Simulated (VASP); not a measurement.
# Sb (Pm-3m) in VASP: further runs

The runs below take Sb through single point, with r2SCAN.

Program: VASP 6.6.1. These are calculated values, not measurements. Logs are shortened: lines on timing, memory, paths and dates and some standing lists are left out, and cuts for length are marked.

**1. The cell of the first run**

The structure is cubic, space group Pm-3m (No. 221). Conventional cell: a = 3.096 Å, b = 3.096 Å, c = 3.096 Å, α = 90.00°, β = 90.00°, γ = 90.00°. Sb (site symmetry m-3m) has 6 Sb at 3.10 Å within 4.1 Å.

**2. Single point, r2SCAN**

File POSCAR:

```
Sb
1.0
    3.0955560147      0.0000000000      0.0000000000
    0.0000000000      3.0955560147      0.0000000000
    0.0000000000      0.0000000000      3.0955560147
Sb
1
Direct
    0.0000000000      0.0000000000      0.0000000000
```

File INCAR.step1:

```
PREC     = Accurate       # precision mode
ENCUT    = 550            # plane-wave cutoff, eV
ISMEAR   = -1             # smearing method
SIGMA    = 0.1            # smearing width, eV
LREAL    = F              # projectors in reciprocal space
LASPH    = T              # aspherical terms in the spheres
NELM     = 120            # most SCF steps
NBANDS   = 8              # bands
GGA      = PE             # functional
ALGO     = Normal         # electronic algorithm
EDIFF    = 1E-5           # SCF threshold, eV
LWAVE    = T              # write WAVECAR
LCHARG   = F              # write CHGCAR
GGA_COMPAT= F
```

File INCAR.step2:

```
PREC     = Accurate       # precision mode
ENCUT    = 550            # plane-wave cutoff, eV
EDIFF    = 1E-6           # SCF threshold, eV
ISMEAR   = -1             # smearing method
SIGMA    = 0.1            # smearing width, eV
LREAL    = F              # projectors in reciprocal space
LASPH    = T              # aspherical terms in the spheres
NELM     = 120            # most SCF steps
ALGO     = Normal         # electronic algorithm
ISIF     = 2              # what is computed and relaxed
LWAVE    = F              # write WAVECAR
LCHARG   = F              # write CHGCAR
METAGGA  = R2SCAN         # meta-GGA
LMIXTAU  = T            
NBANDS   = 8              # bands
ISTART   = 1            
GGA_COMPAT= F
```

File KPOINTS:

```
regular mesh
0
Gamma
  7 7 7
```

Potentials or basis: VASP PAW PBE potentials, release 64 (Sb).

Command:

```console
$ cat potpaw_PBE.64/Sb/POTCAR > POTCAR
$ cp INCAR.step1 INCAR
$ mpirun -np 1 vasp_std > vasp.out
$ cp INCAR.step2 INCAR
$ mpirun -np 1 vasp_std > vasp.out
```

OUTCAR:

```text
PREC = Accurate
   ENCUT = 550
   EDIFF = 1E-6
   ISMEAR = -1
   LREAL = F
   LASPH = T
   NELM = 120
   ISIF = 2
   METAGGA = R2SCAN
   ISTART = 1

 ion  position               nearest neighbor table
   1  0.000  0.000  0.000-

  LATTYP: Found a simple cubic cell.
 ALAT       =     3.0955560147

  Lattice vectors:

 A1 = (   3.0955560147,   0.0000000000,   0.0000000000)
 A2 = (   0.0000000000,   3.0955560147,   0.0000000000)
 A3 = (   0.0000000000,   0.0000000000,   3.0955560147)

Analysis of symmetry for initial positions (statically):
=====================================================================
 Subroutine PRICEL returns:
 Original cell was already a primitive cell.

 Routine SETGRP: Setting up the symmetry group for a
 simple cubic supercell.

 Subroutine GETGRP returns: Found 48 space group operations
 (whereof 48 operations were pure point group operations)
 out of a pool of 48 trial point group operations.

The static configuration has the point symmetry O_h .

Analysis of symmetry for dynamics (positions and initial velocities):
=====================================================================
 Subroutine PRICEL returns:
 Original cell was already a primitive cell.

 Routine SETGRP: Setting up the symmetry group for a
 simple cubic supercell.

 Subroutine GETGRP returns: Found 48 space group operations
 (whereof 48 operations were pure point group operations)
 out of a pool of 48 trial point group operations.

The dynamic configuration has the point symmetry O_h .

 Subroutine INISYM returns: Found 48 space group operations
 (whereof 48 operations are pure point group operations),
 and found     1 'primitive' translations

----------------------------------------------------------------------------------------

                                     Primitive cell

  volume of cell :      29.6631

  direct lattice vectors                    reciprocal lattice vectors
     3.095556015  0.000000000  0.000000000     0.323043742  0.000000000  0.000000000
     0.000000000  3.095556015  0.000000000     0.000000000  0.323043742  0.000000000
     0.000000000  0.000000000  3.095556015     0.000000000  0.000000000  0.323043742

  length of vectors
     3.095556015  3.095556015  3.095556015     0.323043742  0.323043742  0.323043742

  position of ions in fractional coordinates (direct lattice)
     0.000000000  0.000000000  0.000000000

  ion indices of the primitive-cell ions
   primitive index   ion index
                 1           1

----------------------------------------------------------------------------------------

 KPOINTS: regular mesh

Automatic generation of k-mesh.
 Grid dimensions read from file:
 generate k-points for:    7    7    7

 Generating k-lattice:

  Cartesian coordinates                     Fractional coordinates (reciprocal lattice)
     0.046149106  0.000000000  0.000000000     0.142857143  0.000000000  0.000000000
     0.000000000  0.046149106  0.000000000     0.000000000  0.142857143  0.000000000
     0.000000000  0.000000000  0.046149106     0.000000000  0.000000000  0.142857143

  Length of vectors
     0.046149106  0.046149106  0.046149106

  Shift w.r.t. Gamma in fractional coordinates (k-lattice)
     0.000000000  0.000000000  0.000000000

 Subroutine IBZKPT returns following result:
 ===========================================

 Found     20 irreducible k-points:

 Following reciprocal coordinates:
            Coordinates               Weight
  0.000000  0.000000  0.000000      1.000000
  0.142857  0.000000  0.000000      6.000000
  0.285714  0.000000  0.000000      6.000000
  0.428571  0.000000  0.000000      6.000000
  0.142857  0.142857  0.000000     12.000000
  0.285714  0.142857  0.000000     24.000000
[... 12 lines left out ...]
  0.428571  0.428571  0.285714     24.000000
  0.428571  0.428571  0.428571      8.000000
   k-points           NKPTS =     20   k-points in BZ     NKDIM =     20   number of bands    NBANDS=      8
   number of dos      NEDOS =    301   number of ions     NIONS =      1
   total plane-waves  NPLWV =  13824
   dimension x,y,z NGX =    24 NGY =   24 NGZ =   24
   dimension x,y,z NGXF=    48 NGYF=   48 NGZF=   48
   ions per type =               1
   NGX,Y,Z   is equivalent  to a cutoff of  12.89, 12.89, 12.89 a.u.
   NGXF,Y,Z  is equivalent  to a cutoff of  25.78, 25.78, 25.78 a.u.
 SYSTEM =  unknown system
   PREC   = accura    normal or accurate (medium, high low for compatibility)
   ISTART =      1    job   : 0-new  1-cont  2-samecut
   ICHARG =      0    charge: 1-file 2-atom 10-const
   ISPIN  =      1    spin polarized calculation?
   LNONCOLLINEAR =      F non collinear calculations
   LSORBIT =      F    spin-orbit coupling
   LASPH  =      T    aspherical Exc in radial PAW
   ENCUT  =  550.0 eV  40.42 Ry    6.36 a.u.   5.92  5.92  5.92*2*pi/ulx,y,z
   NELM   =    120;   NELMIN=  2; NELMDL=  0     # of ELM steps
   EDIFF  = 0.1E-05   stopping-criterion for ELM
   LREAL  =      F    real-space projection
   EDIFFG = 0.1E-04   stopping-criterion for IOM
   NSW    =      0    number of steps for IOM
   IBRION =     -1    ionic relax: 0-MD 1-quasi-New 2-CG
   NFREE  =      0    steps in history (QN), initial steepest desc. (CG)
   ISIF   =      2    stress and relaxation
   ISYM   =      2    0-nonsym 1-usesym 2-fastsym
   POTIM  = 0.5000    time-step for ionic-motion
   TEBEG  =    0.0;   TEEND  =   0.0 temperature during run
   PSTRESS=    0.0 pullay stress
   NELECT =       5.0000    total number of electrons
   NUPDOWN=      -1.0000    fix difference up-down
   EMIN   =  10.00;   EMAX   =-10.00  energy-range for DOS
   EFERMI =   0.00;   METHOD = LEGACY
   ISMEAR =    -1;   SIGMA  =   0.10  broadening in eV -4-tet -1-fermi 0-gaus
   EFERMI_NEDOS =   21; number of points for ismear=-14 and -15
   IALGO  =     38    algorithm
   IMIX   =      4    mixing-type and parameters
     AMIX     =   0.40;   BMIX     =  1.00
     AMIX_MAG =   1.60;   BMIX_MAG =  1.00
  volume/ion in A,a.u.               =      29.66       200.18
  Fermi-wavevector in a.u.,A,eV,Ry     =   0.904328  1.708933 11.126978  0.817810
  Thomas-Fermi vector in A             =   2.027762
   LORBIT       =      0    0 simple, 1 ext, 2 COOP (PROOUT), +10 PAW based schemes
   METAGGA = R2SCAN    functional components
   LHFCALC =     F    Hartree Fock is set to
   AEXX    =    0.0000 exact exchange contribution
   IVDW    =     0    specifies the selected vdW correction
   LEPSILON=     F    determine dielectric tensor
   LRPA    =     F    only Hartree local field effects (RPA)
 non-spin polarized calculation
  energy-cutoff  :      550.00
  volume of cell :       29.66
 maximum number of plane-waves:       895
 NGX is ok and might be reduce to    24
   NGX = 11   NGY = 11   NGZ = 11

 number of electron       4.9999999 magnetization

 Free energy of the ion-electron system (eV)
  ---------------------------------------------------
  ext. energy  EPLUGINS =         0.00000000
  ---------------------------------------------------
  free energy    TOTEN  =       -25.67932182 eV

  energy without entropy =      -25.66354386  energy(sigma->0) =      -25.67143284

 E-fermi :   6.8956     XC(G=0): -10.1324

 val. band max:        6.6055296758   @ k =   0.4286   0.2857   0.1429
 cond. band min:       6.9476627648   @ k =   0.4286   0.2857   0.2857
 fundamental gap:      0.3421330890
 Fermi energy:         6.8955611101

 k-point     1 :       0.0000    0.0000    0.0000
  band No.  band energies     occupation
      1      -5.8867      2.00000
      2      10.5893      0.00000
      3      10.5893      0.00000
      4      10.5893      0.00000
      5      14.3833      0.00000
      6      14.3833      0.00000
      7      16.3093      0.00000
      8      25.6190      0.00000

 k-point     2 :       0.1429    0.0000    0.0000
  band No.  band energies     occupation
      1      -5.5742      2.00000
      2       7.7924      0.00025
      3      10.8957      0.00000
      4      10.8957      0.00000
      5      14.6270      0.00000
      6      15.6980      0.00000
      7      18.4473      0.00000
      8      23.6972      0.00000

 k-point     3 :       0.2857    0.0000    0.0000
  band No.  band energies     occupation
      1      -4.6831      2.00000
      2       4.2221      2.00000
      3      11.7100      0.00000
      4      11.7100      0.00000
      5      15.3294      0.00000
      6      16.6448      0.00000
      7      21.1918      0.00000
      8      21.1918      0.00000

 k-point     4 :       0.4286    0.0000    0.0000
  band No.  band energies     occupation
      1      -3.5432      2.00000
      2       1.6556      2.00000
      3      12.5850      0.00000
      4      12.5850      0.00000
      5      16.2654      0.00000
      6      17.9760      0.00000
      7      19.4142      0.00000
      8      19.4142      0.00000

 k-point     5 :       0.1429    0.1429    0.0000
  band No.  band energies     occupation
      1      -5.2615      2.00000
      2       7.8947      0.00009
      3       8.3086      0.00000
      4      11.2033      0.00000
      5      15.3717      0.00000
      6      17.9347      0.00000
      7      18.9020      0.00000
      8      21.2576      0.00000
[... 133 lines left out ...]
 k-point    18 :       0.4286    0.2857    0.2857
  band No.  band energies     occupation
      1      -1.0574      2.00000
      2       3.8004      2.00000
      3       6.9477      0.74523
      4       8.0553      0.00002
      5      13.0612      0.00000
      6      13.8845      0.00000
      7      16.7146      0.00000
      8      20.6890      0.00000

 k-point    19 :       0.4286    0.4286    0.2857
  band No.  band energies     occupation
      1       0.2012      2.00000
      2       4.5600      2.00000
      3       4.8144      2.00000
      4       8.5381      0.00000
      5      11.3388      0.00000
      6      14.5483      0.00000
      7      14.7020      0.00000
      8      18.4399      0.00000

 k-point    20 :       0.4286    0.4286    0.4286
  band No.  band energies     occupation
      1       1.5530      2.00000
      2       5.3714      2.00000
      3       5.3714      2.00000
      4       6.0355      1.99963
      5      12.2562      0.00000
      6      12.7340      0.00000
      7      12.7340      0.00000
      8      16.0740      0.00000

------------------------ aborting loop because EDIFF is reached ----------------------------------------

  FORCE on cell =-STRESS in cart. coord.  units (eV):
  Direction    XX          YY          ZZ          XY          YZ          ZX
  --------------------------------------------------------------------------------------
  -------------------------------------------------------------------------------------
  Total       -0.0815650     -0.0815650     -0.0815650     -0.0000000     -0.0000000      0.0000000
  in kB       -4.4055309     -4.4055309     -4.4055309     -0.0000000     -0.0000000      0.0000000
  external PRESSURE =      -4.4055309 kB  Pullay stress =       0.0000000 kB

 VOLUME and BASIS-vectors are now :
 -----------------------------------------------------------------------------
  energy-cutoff  :      550.00
  volume of cell :       29.66
      direct lattice vectors                 reciprocal lattice vectors
     3.095556015  0.000000000  0.000000000     0.323043742  0.000000000  0.000000000
     0.000000000  3.095556015  0.000000000     0.000000000  0.323043742  0.000000000
     0.000000000  0.000000000  3.095556015     0.000000000  0.000000000  0.323043742

 POSITION                                       TOTAL-FORCE (eV/Angst)
 -----------------------------------------------------------------------------------
      0.00000      0.00000      0.00000         0.000000      0.000000      0.000000
 -----------------------------------------------------------------------------------
    total drift:                                0.000000     -0.000000      0.000000

  FREE ENERGIE OF THE ION-ELECTRON SYSTEM (eV)
  ---------------------------------------------------
  free  energy   TOTEN  =       -25.6793218158 eV

  energy  without entropy=      -25.6635438554  energy(sigma->0) =      -25.67143284
```

Run time: 22 s. Hardware: 1 thread of AMD EPYC 7R43 (Zen 3), shared host; peak memory 0.1 GiB.

Results:

| Property | Result |
| --- | --- |
| Free energy | -25.6793 eV |
| Pressure | -0.4 GPa |

Levels at points of the mesh, in eV from the Fermi level:
```tsv
k point	band 1	band 2	band 3	band 4	band 5	band 6	band 7
(0.00, 0.00, 0.00)	-12.78	3.69	3.69	3.69	7.49	7.49	9.41
```

Caveat: the PAW data sets were made with another functional, which shifts forces and pressure a little; spin-orbit coupling is left out, which moves the levels of the heavy elements.

**3. Single point, r2SCAN**

This run uses another cell than the first one, of 29.96 Å³/atom, 1.010 times its volume.

File POSCAR:

```
Sb
1.0
    3.1058403295      0.0000000000      0.0000000000
    0.0000000000      3.1058403295      0.0000000000
    0.0000000000      0.0000000000      3.1058403295
Sb
1
Direct
    0.0000000000      0.0000000000      0.0000000000
```

INCAR.step1 is that of step 2.

INCAR.step2 is that of step 2.

File KPOINTS:

```
Automatic mesh
0
Gamma
  7 7 7
```

Potentials or basis: VASP PAW PBE potentials, release 64 (Sb).

Command:

```console
$ cat potpaw_PBE.64/Sb/POTCAR > POTCAR
$ cp INCAR.step1 INCAR
$ mpirun -np 1 vasp_std > vasp.out
$ cp INCAR.step2 INCAR
$ mpirun -np 1 vasp_std > vasp.out
```

It took 26 s on 1 thread of AMD EPYC 7R43 (Zen 3), shared host; peak memory 0.1 GiB.

Results (log left out):

| Item | Value |
| --- | --- |
| Free energy | -25.6780 eV |
| Pressure | -1.0 GPa |

Levels at points of the mesh, in eV from the Fermi level:
| k point | band 1 | band 2 | band 3 | band 4 | band 5 | band 6 | band 7 |
| --- | --- | --- | --- | --- | --- | --- | --- |
| (0.00, 0.00, 0.00) | -12.71 | 3.66 | 3.66 | 3.66 | 7.47 | 7.47 | 9.34 |

Caveat: the PAW data sets were made with another functional, which shifts forces and pressure a little; spin-orbit coupling is left out, which moves the levels of the heavy elements.
